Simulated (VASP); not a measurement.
# TiSi2 (Cmcm) in VASP: notebook

TiSi2 is run at these levels: PBEsol; tasks: single point.

All numbers are computed with VASP 6.6.1; they aren't measurements. Logs are shortened: lines on timing, memory, paths and dates and some standing lists are left out, and cuts for length are marked.

### Step 1. The cell of the first run

The structure is orthorhombic, space group Cmcm (No. 63). Conventional cell: a = 3.566 Å, b = 13.654 Å, c = 3.565 Å, α = 90.00°, β = 90.00°, γ = 90.00°. Ti (site symmetry m2m) has 10 Si at 2.59 to 2.83 Å and 2 Ti at 3.33 Å within 3.4 Å. Si (site symmetry m2m) has 8 Si at 2.52 to 3.17 Å and 4 Ti at 2.68 to 2.69 Å within 3.3 Å. Within 3.2 Å of Si (site symmetry m2m) lie 6 Si at 2.39 to 3.17 Å and 6 Ti at 2.59 to 2.83 Å.

### Step 2. Single point, PBEsol

The input, INCAR:

```
SYSTEM = TiSi2
PREC = Accurate ; ENCUT = 520
EDIFF = 1E-6 ; ISMEAR = -1
SIGMA = 0.05 ; LREAL = .FALSE.
LASPH = .TRUE. ; NELM = 100
ALGO = Normal ; ISIF = 2
LWAVE = .FALSE. ; LCHARG = .TRUE.
GGA = PS ; LELF = .TRUE.
LVHAR = .TRUE. ; NBANDS = 29
```

The input, KPOINTS:

```
regular mesh
0
G
  7 7 6
  0 0 0
```

The input, POSCAR:

```
TiSi2
1.0
    1.7827560752     -6.8268743504      0.0000000000
    1.7827560752      6.8268743504      0.0000000000
    0.0000000000      0.0000000000      3.5651739700
Ti Si
2 4
Direct
    0.1031180800      0.8968819200      0.2500000000
    0.8968819200      0.1031180800      0.7500000000
    0.7503148200      0.2496851800      0.2500000000
    0.2496851800      0.7503148200      0.7500000000
    0.4417485500      0.5582514500      0.2500000000
    0.5582514500      0.4417485500      0.7500000000
```

Potentials or basis: VASP PAW PBE potentials, release 64 (Ti_sv, Si).

The run is started by

```console
$ cat potpaw_PBE.64/Ti_sv/POTCAR potpaw_PBE.64/Si/POTCAR > POTCAR
$ mpirun -np 1 vasp_std > vasp.out
```

OUTCAR:

```text
SYSTEM = TiSi2
   PREC = Accurate
   ENCUT = 520
   EDIFF = 1E-6
   ISMEAR = -1
   LREAL = .FALSE.
   LASPH = .TRUE.
   NELM = 100
   ISIF = 2
   GGA = PS

 ion  position               nearest neighbor table
   1  0.103  0.897  0.250-   6 2.59   6 2.59   6 2.59   6 2.59   4 2.68   4 2.68   3 2.69   3 2.69
                             5 2.83   5 2.83
   2  0.897  0.103  0.750-   5 2.59   5 2.59   5 2.59   5 2.59   3 2.68   3 2.68   4 2.69   4 2.69
                             6 2.83   6 2.83
   3  0.750  0.250  0.250-   4 2.52   4 2.52   4 2.52   4 2.52   2 2.68   2 2.68   1 2.69   1 2.69

   4  0.250  0.750  0.750-   3 2.52   3 2.52   3 2.52   3 2.52   1 2.68   1 2.68   2 2.69   2 2.69

   5  0.442  0.558  0.250-   6 2.39   6 2.39   2 2.59   2 2.59   2 2.59   2 2.59   1 2.83   1 2.83

   6  0.558  0.442  0.750-   5 2.39   5 2.39   1 2.59   1 2.59   1 2.59   1 2.59   2 2.83   2 2.83

  LATTYP: Found a base centered orthorhombic cell.
 ALAT       =     3.5655121504
 B/A-ratio  =     3.8293934012
 C/A-ratio  =     0.9999051524

  Lattice vectors:

 A1 = (   1.7827560752,  -6.8268743504,   0.0000000000)
 A2 = (   1.7827560752,   6.8268743504,   0.0000000000)
 A3 = (   0.0000000000,   0.0000000000,   3.5651739700)

Analysis of symmetry for initial positions (statically):
=====================================================================
 Subroutine PRICEL returns:
 Original cell was already a primitive cell.

 Routine SETGRP: Setting up the symmetry group for a
 base centered orthorhombic supercell.

 Subroutine GETGRP returns: Found  8 space group operations
 (whereof  4 operations were pure point group operations)
 out of a pool of  8 trial point group operations.

The static configuration has the point symmetry C_2h.
 The point group associated with its full space group is D_2h.

Analysis of symmetry for dynamics (positions and initial velocities):
=====================================================================
 Subroutine PRICEL returns:
 Original cell was already a primitive cell.

 Routine SETGRP: Setting up the symmetry group for a
 base centered orthorhombic supercell.

 Subroutine GETGRP returns: Found  8 space group operations
 (whereof  4 operations were pure point group operations)
 out of a pool of  8 trial point group operations.

The dynamic configuration has the point symmetry C_2h.
 The point group associated with its full space group is D_2h.

 Subroutine INISYM returns: Found  8 space group operations
 (whereof  4 operations are pure point group operations),
 and found     1 'primitive' translations

----------------------------------------------------------------------------------------

                                     Primitive cell

  volume of cell :      86.7810

  direct lattice vectors                    reciprocal lattice vectors
     1.782756075 -6.826874350  0.000000000     0.280464617 -0.073239959  0.000000000
     1.782756075  6.826874350  0.000000000     0.280464617  0.073239959  0.000000000
     0.000000000  0.000000000  3.565173970     0.000000000  0.000000000  0.280491221

  length of vectors
     7.055808431  7.055808431  3.565173970     0.289869786  0.289869786  0.280491221

  position of ions in fractional coordinates (direct lattice)
     0.103118080  0.896881920  0.250000000
     0.896881920  0.103118080  0.750000000
     0.750314820  0.249685180  0.250000000
     0.249685180  0.750314820  0.750000000
     0.441748550  0.558251450  0.250000000
     0.558251450  0.441748550  0.750000000

  ion indices of the primitive-cell ions
   primitive index   ion index
                 1           1
                 2           2
                 3           3
                 4           4
                 5           5
                 6           6

----------------------------------------------------------------------------------------

 KPOINTS: regular mesh

Automatic generation of k-mesh.
 Grid dimensions read from file:
 generate k-points for:    7    7    6

 Generating k-lattice:

  Cartesian coordinates                     Fractional coordinates (reciprocal lattice)
     0.040066374 -0.010462851  0.000000000     0.142857143 -0.000000000  0.000000000
     0.040066374  0.010462851  0.000000000    -0.000000000  0.142857143  0.000000000
     0.000000000  0.000000000  0.046748537     0.000000000  0.000000000  0.166666667

  Length of vectors
     0.041409969  0.041409969  0.046748537

  Shift w.r.t. Gamma in fractional coordinates (k-lattice)
     0.000000000  0.000000000  0.000000000

 Subroutine IBZKPT returns following result:
 ===========================================

 Found     64 irreducible k-points:

 Following reciprocal coordinates:
            Coordinates               Weight
  0.000000  0.000000  0.000000      1.000000
  0.142857  0.000000  0.000000      4.000000
  0.285714  0.000000  0.000000      4.000000
  0.428571  0.000000  0.000000      4.000000
  0.142857  0.142857  0.000000      2.000000
  0.285714  0.142857  0.000000      4.000000
[... 16 lines left out ...]
  0.428571  0.142857  0.166667      8.000000
 -0.428571  0.142857  0.166667      8.000000
 [... further k-points ...]
   k-points           NKPTS =     64   k-points in BZ     NKDIM =     64   number of bands    NBANDS=     29
   number of dos      NEDOS =    301   number of ions     NIONS =      6
   total plane-waves  NPLWV =  81648
   dimension x,y,z NGX =    54 NGY =   54 NGZ =   28
   dimension x,y,z NGXF=   108 NGYF=  108 NGZF=   56
   ions per type =               2   4
   NGX,Y,Z   is equivalent  to a cutoff of  12.72, 12.72, 13.06 a.u.
   NGXF,Y,Z  is equivalent  to a cutoff of  25.45, 25.45, 26.11 a.u.
 SYSTEM =  TiSi2
   PREC   = accura    normal or accurate (medium, high low for compatibility)
   ISTART =      0    job   : 0-new  1-cont  2-samecut
   ICHARG =      2    charge: 1-file 2-atom 10-const
   ISPIN  =      1    spin polarized calculation?
   LNONCOLLINEAR =      F non collinear calculations
   LSORBIT =      F    spin-orbit coupling
   LASPH  =      T    aspherical Exc in radial PAW
   ENCUT  =  520.0 eV  38.22 Ry    6.18 a.u.  13.12 13.12  6.63*2*pi/ulx,y,z
   NELM   =    100;   NELMIN=  2; NELMDL= -5     # of ELM steps
   EDIFF  = 0.1E-05   stopping-criterion for ELM
   LREAL  =      F    real-space projection
   EDIFFG = 0.1E-04   stopping-criterion for IOM
   NSW    =      0    number of steps for IOM
   IBRION =     -1    ionic relax: 0-MD 1-quasi-New 2-CG
   NFREE  =      0    steps in history (QN), initial steepest desc. (CG)
   ISIF   =      2    stress and relaxation
   ISYM   =      2    0-nonsym 1-usesym 2-fastsym
   POTIM  = 0.5000    time-step for ionic-motion
   TEBEG  =    0.0;   TEEND  =   0.0 temperature during run
   PSTRESS=    0.0 pullay stress
   NELECT =      40.0000    total number of electrons
   NUPDOWN=      -1.0000    fix difference up-down
   EMIN   =  10.00;   EMAX   =-10.00  energy-range for DOS
   EFERMI =   0.00;   METHOD = LEGACY
   ISMEAR =    -1;   SIGMA  =   0.05  broadening in eV -4-tet -1-fermi 0-gaus
   EFERMI_NEDOS =   21; number of points for ismear=-14 and -15
   IALGO  =     38    algorithm
   IMIX   =      4    mixing-type and parameters
     AMIX     =   0.40;   BMIX     =  1.00
     AMIX_MAG =   1.60;   BMIX_MAG =  1.00
  volume/ion in A,a.u.               =      14.46        97.60
  Fermi-wavevector in a.u.,A,eV,Ry     =   1.264600  2.389748 21.758629  1.599214
  Thomas-Fermi vector in A             =   2.397897
   LORBIT       =      0    0 simple, 1 ext, 2 COOP (PROOUT), +10 PAW based schemes
   GGA     = PS    functional components
   LHFCALC =     F    Hartree Fock is set to
   AEXX    =    0.0000 exact exchange contribution
   IVDW    =     0    specifies the selected vdW correction
   LEPSILON=     F    determine dielectric tensor
   LRPA    =     F    only Hartree local field effects (RPA)
 non-spin polarized calculation
  energy-cutoff  :      520.00
  volume of cell :       86.78
 maximum number of plane-waves:      2358
 NGX is ok and might be reduce to    54
   NGX = 27   NGY = 27   NGZ = 13

 number of electron      40.0000004 magnetization

 Free energy of the ion-electron system (eV)
  ---------------------------------------------------
  ext. energy  EPLUGINS =         0.00000000
  ---------------------------------------------------
  free energy    TOTEN  =       -43.64423878 eV

  energy without entropy =      -43.63097063  energy(sigma->0) =      -43.63760471

 E-fermi :  10.2411     XC(G=0): -11.6416

 val. band max:       10.2402209084   @ k =  -0.2857   0.1429   0.1667
 cond. band min:      10.2492222105   @ k =   0.4286   0.2857   0.1667
 fundamental gap:      0.0090013022
 Fermi energy:        10.2411020482

 k-point     1 :       0.0000    0.0000    0.0000
  band No.  band energies     occupation
      1     -46.4211      2.00000
      2     -46.4125      2.00000
      3     -22.8692      2.00000
      4     -22.8428      2.00000
      5     -22.8308      2.00000
      6     -22.8087      2.00000
[... 21 lines left out ...]
     28      13.0295      0.00000
     29      13.2798      0.00000

 k-point     2 :       0.1429    0.0000    0.0000
  band No.  band energies     occupation
      1     -46.4204      2.00000
      2     -46.4118      2.00000
      3     -22.8670      2.00000
      4     -22.8558      2.00000
      5     -22.8426      2.00000
      6     -22.8075      2.00000
[... 21 lines left out ...]
     28      13.2242      0.00000
     29      13.2415      0.00000

 k-point     3 :       0.2857    0.0000    0.0000
  band No.  band energies     occupation
      1     -46.4187      2.00000
      2     -46.4103      2.00000
      3     -22.8853      2.00000
      4     -22.8692      2.00000
      5     -22.8615      2.00000
      6     -22.8047      2.00000
[... 638 lines left out ...]
      5     -22.8535      2.00000
      6     -22.8215      2.00000
[... 21 lines left out ...]
     28      13.3180      0.00000
     29      13.6977      0.00000

 k-point    24 :      -0.4286    0.1429    0.1667
  band No.  band energies     occupation
      1     -46.4172      2.00000
      2     -46.4100      2.00000
      3     -22.8824      2.00000
      4     -22.8681      2.00000
      5     -22.8566      2.00000
      6     -22.8240      2.00000
[... 21 lines left out ...]
     28      13.4658      0.00000
     29      13.7708      0.00000

 [... further k-points ...]

------------------------ aborting loop because EDIFF is reached ----------------------------------------

  FORCE on cell =-STRESS in cart. coord.  units (eV):
  Direction    XX          YY          ZZ          XY          YZ          ZX
  --------------------------------------------------------------------------------------
  -------------------------------------------------------------------------------------
  Total       -2.7888620     -2.7059268     -1.7733992      0.0000000      0.0000000      0.0000000
  in kB      -51.4888330    -49.9576575    -32.7410452      0.0000000      0.0000000      0.0000000
  external PRESSURE =     -44.7291786 kB  Pullay stress =       0.0000000 kB

 VOLUME and BASIS-vectors are now :
 -----------------------------------------------------------------------------
  energy-cutoff  :      520.00
  volume of cell :       86.78
      direct lattice vectors                 reciprocal lattice vectors
     1.782756075 -6.826874350  0.000000000     0.280464617 -0.073239959  0.000000000
     1.782756075  6.826874350  0.000000000     0.280464617  0.073239959  0.000000000
     0.000000000  0.000000000  3.565173970     0.000000000  0.000000000  0.280491221

 POSITION                                       TOTAL-FORCE (eV/Angst)
 -----------------------------------------------------------------------------------
      1.78276      5.41893      0.89129         0.000000     -0.059506     -0.000000
      1.78276     -5.41893      2.67388         0.000000      0.059506      0.000000
      1.78276     -3.41774      0.89129         0.000000     -0.010635     -0.000000
      1.78276      3.41774      2.67388         0.000000      0.010635      0.000000
      1.78276      0.79535      0.89129         0.000000      0.154974      0.000000
      1.78276     -0.79535      2.67388         0.000000     -0.154974      0.000000
 -----------------------------------------------------------------------------------
    total drift:                                0.000000      0.000000      0.000000

  FREE ENERGIE OF THE ION-ELECTRON SYSTEM (eV)
  ---------------------------------------------------
  free  energy   TOTEN  =       -43.6442387848 eV

  energy  without entropy=      -43.6309706261  energy(sigma->0) =      -43.63760471
```

Wall time 2.8 min (1 thread of Intel Xeon 6975P-C (Granite Rapids), shared host); peak memory 0.35 GiB.

What came out:

* Free energy: -43.6442 eV
* Pressure: -4.5 GPa
* Largest force: 0.155 eV/Å
* Band gap on the k mesh: zero (bands 20 and 21 overlap by 0.82 eV)

Forces in eV/Å, atoms in the order of the input:
```
Ti   0.000 -0.060  0.000
Ti   0.000  0.060  0.000
Si   0.000 -0.011  0.000
Si   0.000  0.011  0.000
Si   0.000  0.155  0.000
Si   0.000 -0.155  0.000
```

Levels at points of the mesh, in eV from the Fermi level:
```tsv
k point	band 16	band 17	band 18	band 19	band 20	band 21	band 22	band 23	band 24	band 25
(0.00, 0.00, 0.00)	-2.49	-2.17	-2.14	-2.13	0.45	0.65	0.78	0.87	1.28	1.34
(0.00, 0.00, 0.50)	-2.30	-1.65	-1.65	-0.09	-0.09	0.76	0.76	1.39	1.39	1.63
```

Caveat: the cell stands under tension; the PAW data sets were made with another functional, which shifts forces and pressure a little.

### Step 3. Single point, PBEsol

This run uses another cell than the first one, of 14.75 Å³/atom.

The input, INCAR:

```
ALGO = Normal
EDIFF = 1E-7
ENCUT = 520
GGA = PS
ISIF = 2
ISMEAR = -1
LASPH = True
LCHARG = False
LREAL = False
LWAVE = False
NBANDS = 29
NELM = 60
PREC = Accurate
SIGMA = 0.05
```

The input, KPOINTS:

```
k-points
0
Gamma
  7 7 6
```

POSCAR: that of step 2 with these lines changed.

```diff
@@ -2,4 +2,4 @@
 1.0
-    1.7827560752     -6.8268743504      0.0000000000
-    1.7827560752      6.8268743504      0.0000000000
+    1.8004071255     -6.8944671657      0.0000000000
+    1.8004071255      6.8944671657      0.0000000000
     0.0000000000      0.0000000000      3.5651739700
```

Potentials or basis: VASP PAW PBE potentials, release 64 (Ti_sv, Si).

The run is started by

```console
$ cat potpaw_PBE.64/Ti_sv/POTCAR potpaw_PBE.64/Si/POTCAR > POTCAR
$ mpirun -np 1 vasp_std > vasp.out
```

It took 3.2 min on 1 thread of Intel Xeon 6975P-C (Granite Rapids), shared host; peak memory 0.34 GiB.

The run converged. Its results:

```
Free energy            : -43.5751 eV
Pressure               : -6.7 GPa
Largest force          : 0.128 eV/Å
Band gap on the k mesh : zero (bands 20 and 21 overlap by 0.76 eV)
```

Forces in eV/Å, atoms in the order of the input:
```
Ti   0.000 -0.128  0.000
Ti   0.000  0.128  0.000
Si   0.000  0.008  0.000
Si   0.000 -0.008  0.000
Si   0.000  0.107  0.000
Si   0.000 -0.107  0.000
```

Stress tensor (GPa, compression positive):
```
-8.02  0.00  0.00
 0.00 -7.53  0.00
 0.00  0.00 -4.64
```

Levels at points of the mesh, in eV from the Fermi level:
| k point | band 17 | band 18 | band 19 | band 20 | band 21 | band 22 | band 23 | band 24 |
| --- | --- | --- | --- | --- | --- | --- | --- | --- |
| (0.00, 0.00, 0.00) | -2.21 | -2.17 | -2.15 | 0.43 | 0.57 | 0.75 | 0.86 | 1.21 |
| (0.00, 0.00, 0.50) | -1.65 | -1.65 | -0.14 | -0.14 | 0.69 | 0.69 | 1.32 | 1.32 |

Caveat: the cell stands under tension; the PAW data sets were made with another functional, which shifts forces and pressure a little.
